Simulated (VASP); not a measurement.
A run of VASP 6.6.1:

The input INCAR:

```
  PREC = Accurate
  ENCUT = 520
  EDIFF = 1E-7
  ISMEAR = -1
  SIGMA = 0.05
  LREAL = F
  LASPH = T
  NELM = 150
  ALGO = Normal
  ISIF = 2
  LWAVE = F
  LCHARG = F
  MAGMOM = 0 0 7.2
  LORBIT = 11
  LSORBIT = T
  GGA_COMPAT = F
  LORBMOM = T
  LMAXMIX = 6
  GGA = PE
  NBANDS = 28
```

File KPOINTS:

```
regular mesh
0
Gamma
  7 7 7
```

POSCAR

```
Eu
1.0
    0.0000000000      2.7893026914      2.7893026914
    2.7893026914      0.0000000000      2.7893026914
    2.7893026914      2.7893026914      0.0000000000
Eu
1
Direct
    0.0000000000      0.0000000000      0.0000000000
```

Potentials or basis: VASP PAW PBE potentials, release 64 (Eu).

Launch:

```bash
$ cat potpaw_PBE.64/Eu/POTCAR > POTCAR
$ mpirun -np 1 vasp_ncl > vasp.out
```

Hardware: 1 thread of AMD EPYC 7R43 64-Core Processor (Zen 3), on a shared host.

Problem. Estimate the wall time of this run.

Solution. Wall time 5.3 min on 1 thread of AMD EPYC 7R43 64-Core Processor (Zen 3) (shared host), peak memory 0.31 GiB. Counts: scf iterations 24, k points 52.
